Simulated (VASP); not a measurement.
Set up this calculation in VASP 6.6.1, as the native input.

| Property | Result |
| --- | --- |
| Task | single point |
| Functional | PBEsol |
| Potentials or basis | VASP PAW PBE potentials, release 64 (Sn_d) |
| Cutoff | 520 eV |
| k mesh | 20 × 20 × 12 |
| Occupations | gaussian, width 0.15 eV |
| Spin | no spin polarisation |
| Dipole correction | no |
| Further INCAR settings | ALGO = Fast; EDIFF = 1e-06; NBANDS = 21 |

The structure of Sn lies in POSCAR:

```
Sn
1.0
   -1.8723950223      1.8723950223      1.8723950223
    1.8723950223     -1.8723950223      1.8723950223
    3.7447900446      3.7447900446      0.0000000000
Sn
2
Direct
   -0.0133518834     -0.0133518834      0.0000000000
    0.5133518834      0.5133518834      0.5000000000
```

This cell differs from its parent crystal: mode 5 (36.0 1/cm) frozen in, largest displacement +0.050 Å.

These files were run (other wordings do the same):

INCAR

```
PREC = Accurate
ENCUT = 520
EDIFF = 1E-6
ISMEAR = 0
SIGMA = 0.15
LREAL = F
LASPH = T
NELM = 100
ALGO = Fast
ISIF = 2
LWAVE = F
LCHARG = F
GGA = PS
NBANDS = 21
```

KPOINTS

```
Automatic mesh
0
Gamma
  20 20 12
```

Potentials or basis: VASP PAW PBE potentials, release 64 (Sn_d).

Launch:

```console
$ cat potpaw_PBE.64/Sn_d/POTCAR > POTCAR
$ mpirun -np 1 vasp_std > vasp.out
```

It gave:

| Property | Result |
| --- | --- |
| Pressure | -0.4 GPa |
| Largest force | 0.029 eV/Å |
| Band gap on the k mesh | zero (band 14 reaches 12.62 eV, above the bottom of band 15 at 5.86 eV) |

Caveat: the cell differs from its parent crystal (mode 5 (36.0 1/cm) frozen in, largest displacement +0.050 Å); the PAW data sets were made with another functional, which shifts forces and pressure a little; spin-orbit coupling is left out, which moves the levels of the heavy elements.

Run time: 14 min on 1 thread of Oxide Virtual Turin-like Processor, on a shared host, peak memory 0.66 GiB.
